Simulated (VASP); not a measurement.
# Tl (Im-3m) in VASP: notebook

Tl is run at these levels: RPBE+D3(BJ), r2SCANh+D3(BJ), PBEsol+D3(BJ), LDA; tasks: single point.

Everything below comes from runs of VASP 6.6.1. Logs are shortened: lines on timing, memory, paths and dates and some standing lists are left out, and cuts for length are marked.

### 1 The cell of the first run

Symmetry: Im-3m, No. 229, cubic system. Conventional cell: a = 3.912 Å, b = 3.912 Å, c = 3.912 Å, α = 90.00°, β = 90.00°, γ = 90.00°. Within 4.5 Å of Tl (site symmetry m-3m) lie 14 Tl at 3.39 to 3.91 Å.

This isn't the form of Tl at room conditions, which is hcp.

### 2 Single point, RPBE+D3(BJ), non-collinear spin, zero start, spin-orbit coupling

File INCAR:

```
SYSTEM = Tl
  PREC = Accurate
  ENCUT = 500
  EDIFF = 1E-6
  ISMEAR = -1
  SIGMA = 0.1
  LREAL = .FALSE.
  LASPH = .TRUE.
  NELM = 200
  ALGO = Normal
  ISIF = 2
  LWAVE = .FALSE.
  LCHARG = .TRUE.
  MAGMOM = 0 0 0
  LORBIT = 11
  LSORBIT = .TRUE.
  GGA_COMPAT = .FALSE.
  LORBMOM = .TRUE.
  GGA = RP
  IVDW = 12
  LVHAR = .TRUE.
  NBANDS = 24
```

File KPOINTS:

```
regular mesh
0
G
  10 10 10
  0 0 0
```

File POSCAR:

```
Tl
1.0
   -1.9559951750      1.9559951750      1.9559951750
    1.9559951750     -1.9559951750      1.9559951750
    1.9559951750      1.9559951750     -1.9559951750
Tl
1
Direct
    0.0000000000      0.0000000000      0.0000000000
```

Potentials or basis: VASP PAW PBE potentials, release 64 (Tl_d).

Run with:

```console
cat potpaw_PBE.64/Tl_d/POTCAR > POTCAR
mpirun -np 1 vasp_ncl > vasp.out
```

OUTCAR:

```text
SYSTEM = Tl
   PREC = Accurate
   ENCUT = 500
   EDIFF = 1E-6
   ISMEAR = -1
   LREAL = .FALSE.
   LASPH = .TRUE.
   NELM = 200
   ISIF = 2
   LORBIT = 11
   LSORBIT = .TRUE.
   GGA = RP
   IVDW = 12
 IVDW          = 12

 ion  position               nearest neighbor table
   1  0.000  0.000  0.000-

  LATTYP: Found a body centered cubic cell.
 ALAT       =     3.9119903500

  Lattice vectors:

 A1 = (  -1.9559951750,   1.9559951750,   1.9559951750)
 A2 = (   1.9559951750,  -1.9559951750,   1.9559951750)
 A3 = (   1.9559951750,   1.9559951750,  -1.9559951750)

Analysis of symmetry for initial positions (statically):
=====================================================================
 Subroutine PRICEL returns:
 Original cell was already a primitive cell.

 Routine SETGRP: Setting up the symmetry group for a
 body centered cubic supercell.

 Subroutine GETGRP returns: Found 48 space group operations
 (whereof 48 operations were pure point group operations)
 out of a pool of 48 trial point group operations.

The static configuration has the point symmetry O_h .

Analysis of symmetry for dynamics (positions and initial velocities):
=====================================================================
 Subroutine PRICEL returns:
 Original cell was already a primitive cell.

 Routine SETGRP: Setting up the symmetry group for a
 body centered cubic supercell.

 Subroutine GETGRP returns: Found 48 space group operations
 (whereof 48 operations were pure point group operations)
 out of a pool of 48 trial point group operations.

The dynamic configuration has the point symmetry O_h .

Analysis of structural, dynamic, and magnetic symmetry:
=====================================================================
 Subroutine PRICEL returns:
 Original cell was already a primitive cell.

 Routine SETGRP: Setting up the symmetry group for a
 body centered cubic supercell.

 Subroutine GETGRP returns: Found 48 space group operations
 (whereof 48 operations were pure point group operations)
 out of a pool of 48 trial point group operations.

The overall configuration has the point symmetry O_h .

 Subroutine INISYM returns: Found 48 space group operations
 (whereof 48 operations are pure point group operations),
 and found     1 'primitive' translations

----------------------------------------------------------------------------------------

                                     Primitive cell

  volume of cell :      29.9339

  direct lattice vectors                    reciprocal lattice vectors
    -1.955995175  1.955995175  1.955995175     0.000000000  0.255624352  0.255624352
     1.955995175 -1.955995175  1.955995175     0.255624352  0.000000000  0.255624352
     1.955995175  1.955995175 -1.955995175     0.255624352  0.255624352  0.000000000

  length of vectors
     3.387883022  3.387883022  3.387883022     0.361507426  0.361507426  0.361507426

  position of ions in fractional coordinates (direct lattice)
     0.000000000  0.000000000  0.000000000

  ion indices of the primitive-cell ions
   primitive index   ion index
                 1           1

----------------------------------------------------------------------------------------

 KPOINTS: regular mesh

Automatic generation of k-mesh.
 Grid dimensions read from file:
 generate k-points for:   10   10   10

 Generating k-lattice:

  Cartesian coordinates                     Fractional coordinates (reciprocal lattice)
     0.000000000  0.025562435  0.025562435     0.100000000  0.000000000  0.000000000
     0.025562435  0.000000000  0.025562435     0.000000000  0.100000000  0.000000000
     0.025562435  0.025562435  0.000000000     0.000000000  0.000000000  0.100000000

  Length of vectors
     0.036150743  0.036150743  0.036150743

  Shift w.r.t. Gamma in fractional coordinates (k-lattice)
     0.000000000  0.000000000  0.000000000

 Subroutine IBZKPT returns following result:
 ===========================================

 Found     47 irreducible k-points:

 Following reciprocal coordinates:
            Coordinates               Weight
  0.000000  0.000000  0.000000      1.000000
  0.100000  0.000000  0.000000     12.000000
  0.200000  0.000000  0.000000     12.000000
  0.300000  0.000000  0.000000     12.000000
  0.400000  0.000000  0.000000     12.000000
  0.500000  0.000000  0.000000      6.000000
[... 16 lines left out ...]
  0.300000  0.300000  0.100000      8.000000
 -0.300000  0.300000  0.100000     24.000000
 [... further k-points ...]
   k-points           NKPTS =     47   k-points in BZ     NKDIM =     47   number of bands    NBANDS=     24
   number of dos      NEDOS =    301   number of ions     NIONS =      1
   total plane-waves  NPLWV =  21952
   dimension x,y,z NGX =    28 NGY =   28 NGZ =   28
   dimension x,y,z NGXF=    56 NGYF=   56 NGZF=   56
   ions per type =               1
   NGX,Y,Z   is equivalent  to a cutoff of  13.74, 13.74, 13.74 a.u.
   NGXF,Y,Z  is equivalent  to a cutoff of  27.48, 27.48, 27.48 a.u.
 SYSTEM =  Tl
   PREC   = accura    normal or accurate (medium, high low for compatibility)
   ISTART =      0    job   : 0-new  1-cont  2-samecut
   ICHARG =      2    charge: 1-file 2-atom 10-const
   ISPIN  =      1    spin polarized calculation?
   LNONCOLLINEAR =      T non collinear calculations
   LSORBIT =      T    spin-orbit coupling
   LASPH  =      T    aspherical Exc in radial PAW
   ENCUT  =  500.0 eV  36.75 Ry    6.06 a.u.   6.18  6.18  6.18*2*pi/ulx,y,z
   NELM   =    200;   NELMIN=  2; NELMDL= -5     # of ELM steps
   EDIFF  = 0.1E-05   stopping-criterion for ELM
   LREAL  =      F    real-space projection
   EDIFFG = 0.1E-04   stopping-criterion for IOM
   NSW    =      0    number of steps for IOM
   IBRION =     -1    ionic relax: 0-MD 1-quasi-New 2-CG
   NFREE  =      0    steps in history (QN), initial steepest desc. (CG)
   ISIF   =      2    stress and relaxation
   ISYM   =      2    0-nonsym 1-usesym 2-fastsym
   POTIM  = 0.5000    time-step for ionic-motion
   TEBEG  =    0.0;   TEEND  =   0.0 temperature during run
   PSTRESS=    0.0 pullay stress
   NELECT =      13.0000    total number of electrons
   NUPDOWN=      -1.0000    fix difference up-down
   EMIN   =  10.00;   EMAX   =-10.00  energy-range for DOS
   EFERMI =   0.00;   METHOD = LEGACY
   ISMEAR =    -1;   SIGMA  =   0.10  broadening in eV -4-tet -1-fermi 0-gaus
   EFERMI_NEDOS =   21; number of points for ismear=-14 and -15
   IALGO  =     38    algorithm
   IMIX   =      4    mixing-type and parameters
     AMIX     =   0.40;   BMIX     =  1.00
     AMIX_MAG =   1.60;   BMIX_MAG =  1.00
  volume/ion in A,a.u.               =      29.93       202.00
  Fermi-wavevector in a.u.,A,eV,Ry     =   1.239752  2.342792 20.911953  1.536985
  Thomas-Fermi vector in A             =   2.374222
   LORBIT       =     11    0 simple, 1 ext, 2 COOP (PROOUT), +10 PAW based schemes
   GGA     = RP    functional components
   LHFCALC =     F    Hartree Fock is set to
   AEXX    =    0.0000 exact exchange contribution
   IVDW    =    12    specifies the selected vdW correction
   LEPSILON=     F    determine dielectric tensor
   LRPA    =     F    only Hartree local field effects (RPA)
  energy-cutoff  :      500.00
  volume of cell :       29.93
 maximum number of plane-waves:      1542
 NGX is ok and might be reduce to    28
   NGX = 13   NGY = 13   NGZ = 13

 number of electron      13.0000004 magnetization       0.0000000     -0.0000000     -0.0000000

 number of electron      13.0000004 magnetization      -0.0000000     -0.0000000     -0.0000000

 number of electron      13.0000004 magnetization       0.0000000      0.0000000      0.0000000

 Free energy of the ion-electron system (eV)
  ---------------------------------------------------
  ext. energy  EPLUGINS =         0.00000000
  ---------------------------------------------------
  free energy    TOTEN  =        -2.11006379 eV

  energy without entropy =       -2.10032454  energy(sigma->0) =       -2.10519417

 E-fermi :   6.1098     XC(G=0):  -9.8298

 val. band max:        6.0437306516   @ k =  -0.4000   0.4000   0.2000
 cond. band min:       6.3871873616   @ k =  -0.4000   0.5000   0.3000
 fundamental gap:      0.3434567100
 Fermi energy:         6.1097800132

 k-point     1 :       0.0000    0.0000    0.0000
  band No.  band energies     occupation
      1      -6.5790      1.00000
      2      -6.5790      1.00000
      3      -6.5790      1.00000
      4      -6.5790      1.00000
      5      -4.5740      1.00000
      6      -4.5740      1.00000
[... 16 lines left out ...]
     23      18.4876      0.00000
     24      18.4876      0.00000

 k-point     2 :       0.1000    0.0000    0.0000
  band No.  band energies     occupation
      1      -6.5771      1.00000
      2      -6.5771      1.00000
      3      -6.5644      1.00000
      4      -6.5644      1.00000
      5      -4.5554      1.00000
      6      -4.5554      1.00000
[... 16 lines left out ...]
     23      18.4910      0.00000
     24      18.4910      0.00000

 k-point     3 :       0.2000    0.0000    0.0000
  band No.  band energies     occupation
      1      -6.5742      1.00000
      2      -6.5742      1.00000
      3      -6.5337      1.00000
      4      -6.5337      1.00000
      5      -4.5118      1.00000
      6      -4.5118      1.00000
[... 16 lines left out ...]
     23      19.0373      0.00000
     24      19.0373      0.00000
[... 514 lines left out ...]
 k-point    23 :       0.3000    0.3000    0.1000
  band No.  band energies     occupation
      1      -6.5391      1.00000
      2      -6.5391      1.00000
      3      -6.4751      1.00000
      4      -6.4751      1.00000
      5      -4.4528      1.00000
      6      -4.4528      1.00000
[... 16 lines left out ...]
     23      22.5771      0.00000
     24      22.5771      0.00000

 k-point    24 :      -0.3000    0.3000    0.1000
  band No.  band energies     occupation
      1      -6.5587      1.00000
      2      -6.5587      1.00000
      3      -6.5044      1.00000
      4      -6.5044      1.00000
      5      -4.4638      1.00000
      6      -4.4638      1.00000
[... 16 lines left out ...]
     23      18.4877      0.00000
     24      18.4877      0.00000

 [... further k-points ...]

------------------------ aborting loop because EDIFF is reached ----------------------------------------

 Edisp (eV)   -2.18683

 E8    (eV) :    -1.6249

  FORCE on cell =-STRESS in cart. coord.  units (eV):
  Direction    XX          YY          ZZ          XY          YZ          ZX
  --------------------------------------------------------------------------------------
  -------------------------------------------------------------------------------------
  Total      -2.74144    -2.74144    -2.74144     0.00000     0.00000    -0.00000
  in kB    -146.73227  -146.73227  -146.73227     0.00000     0.00000    -0.00000
  external pressure =     -146.73 kB  Pullay stress =        0.00 kB

 VOLUME and BASIS-vectors are now :
 -----------------------------------------------------------------------------
  energy-cutoff  :      500.00
  volume of cell :       29.93
      direct lattice vectors                 reciprocal lattice vectors
    -1.955995175  1.955995175  1.955995175     0.000000000  0.255624352  0.255624352
     1.955995175 -1.955995175  1.955995175     0.255624352  0.000000000  0.255624352
     1.955995175  1.955995175 -1.955995175     0.255624352  0.255624352  0.000000000

 POSITION                                       TOTAL-FORCE (eV/Angst)
 -----------------------------------------------------------------------------------
      0.00000      0.00000      0.00000         0.000000      0.000000      0.000000
 -----------------------------------------------------------------------------------
    total drift:                               -0.000000     -0.000000     -0.000000

  FREE ENERGIE OF THE ION-ELECTRON SYSTEM (eV)
  ---------------------------------------------------
  free  energy   TOTEN  =        -4.2968978200 eV

  energy  without entropy=       -4.2871585764  energy(sigma->0) =       -4.29202820

 orbital moment (x)

 # of ion     p       d       tot
 ----------------------------------------
  1         0.000  -0.000  -0.000
 ----------------------------------------
            0.000  -0.000  -0.000

 orbital moment (y)

 # of ion     p       d       tot
 ----------------------------------------
  1         0.000   0.000   0.000
 ----------------------------------------
            0.000   0.000   0.000

 orbital moment (z)

 # of ion     p       d       tot
 ----------------------------------------
  1         0.000  -0.000  -0.000
 ----------------------------------------
            0.000  -0.000  -0.000

 Spin-Orbit-Coupling matrix elements

 Ion:    1  E_soc:     -0.6171647
 l=   1
     0.0000000    -0.0540868    -0.0540868
    -0.0540868     0.0000000    -0.0540868
    -0.0540868    -0.0540868     0.0000000
 l=   2
     0.0000000    -0.0094844     0.0000000    -0.0094844    -0.0392896
    -0.0094844     0.0000000    -0.0294672    -0.0094844    -0.0098224
     0.0000000    -0.0294672     0.0000000    -0.0294672     0.0000000
    -0.0094844    -0.0094844    -0.0294672     0.0000000    -0.0098224
    -0.0392896    -0.0098224     0.0000000    -0.0098224     0.0000000
 l=   3
     0.0000000     0.0000000     0.0000000     0.0000000     0.0000000     0.0000000     0.0000000
     0.0000000     0.0000000     0.0000000     0.0000000     0.0000000     0.0000000     0.0000000
     0.0000000     0.0000000     0.0000000     0.0000000     0.0000000     0.0000000     0.0000000
     0.0000000     0.0000000     0.0000000     0.0000000     0.0000000     0.0000000     0.0000000
     0.0000000     0.0000000     0.0000000     0.0000000     0.0000000     0.0000000     0.0000000
     0.0000000     0.0000000     0.0000000     0.0000000     0.0000000     0.0000000     0.0000000
     0.0000000     0.0000000     0.0000000     0.0000000     0.0000000     0.0000000     0.0000000

 total charge

# of ion       s       p       d       tot
------------------------------------------
    1        1.186   0.387   9.641  11.214

 magnetization (x)

# of ion       s       p       d       tot
------------------------------------------
    1        0.000   0.000  -0.000   0.000

 magnetization (y)

# of ion       s       p       d       tot
------------------------------------------
    1       -0.000  -0.000   0.000  -0.000

 magnetization (z)

# of ion       s       p       d       tot
------------------------------------------
    1        0.000   0.000  -0.000  -0.000
```

Run time: 55 s. Hardware: 1 thread of Intel Xeon Platinum 8375C at 2.90GHz (Ice Lake), shared host; peak memory 0.27 GiB.

Results:

```yaml
Free_energy: -4.2969 eV
Pressure: -14.7 GPa
Net_moment: 0.00 μB per cell
Valence_electrons_inside_the_program's_atomic_spheres: Tl 11.21
Dispersion_energy_per_atom: -2.187 eV
```

Moments on the atoms (μB; x, y, z):
```
Tl  0.00 0.00 0.00
```

Caveat: three body term missing; the cell stands under tension; the PAW data sets were made with another functional, which shifts forces and pressure a little.

(Continued in part 2 of 2.)
